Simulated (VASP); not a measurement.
The system is BiB.

```xyz
4
Lattice="4.0116 0.0000 0.0000 -2.0058 3.4742 0.0000 0.0000 0.0000 5.0143" Properties=species:S:1:pos:R:3 pbc="T T T"
B     0.0000    2.3161    1.2536
B     2.0058    1.1581    3.7607
Bi    2.0058    1.1581    1.2536
Bi    0.0000    2.3161    3.7607
```

* Program: VASP 6.6.1
* Task: relaxation of cell and atoms
* Functional: PBEsol
* Potentials or basis: VASP PAW PBE potentials, release 64 (B, Bi_d)
* Cutoff: 600 eV
* k mesh: 6 × 6 × 4
* Occupations: fermi-dirac, width 0.03 eV
* Spin: no spin polarisation

At the start: pressure 17.0 GPa; volume 17.47 Å³/atom.

Q: Where does the relaxation end?

A: Over 7 steps the energy falls by 136.6 meV/atom and the volume is 20.41 Å³/atom (+16.8 %); space group P6_3/mmc (No. 194, to 0.05 Å).

The path:
```csv
step,energy change (eV),largest force (eV/Å),pressure (GPa),volume (Å³)
1,0.0000,0.0000,17.02,69.88
2,-0.3610,0.0000,-5.94,90.38
3,-0.5459,0.0000,-0.02,81.61
4,-0.5459,0.0000,0.21,81.36
5,-0.5464,0.0000,0.16,81.45
6,-0.5465,0.0000,0.15,81.44
7,-0.5465,0.0000,-0.02,81.64
```

Final structure:
```
B Bi
1.0
     4.21172    0.00000    0.00000
    -2.10586    3.64745    0.00000
     0.00000    0.00000    5.31447
B Bi
2 2
Direct
  0.33333 0.66667 0.25000
  0.66667 0.33333 0.75000
  0.66667 0.33333 0.25000
  0.33333 0.66667 0.75000
```

Caveat: the volume moved by over 15 % at a fixed basis, so the end points are rough; the PAW data sets were made with another functional, which shifts forces and pressure a little.
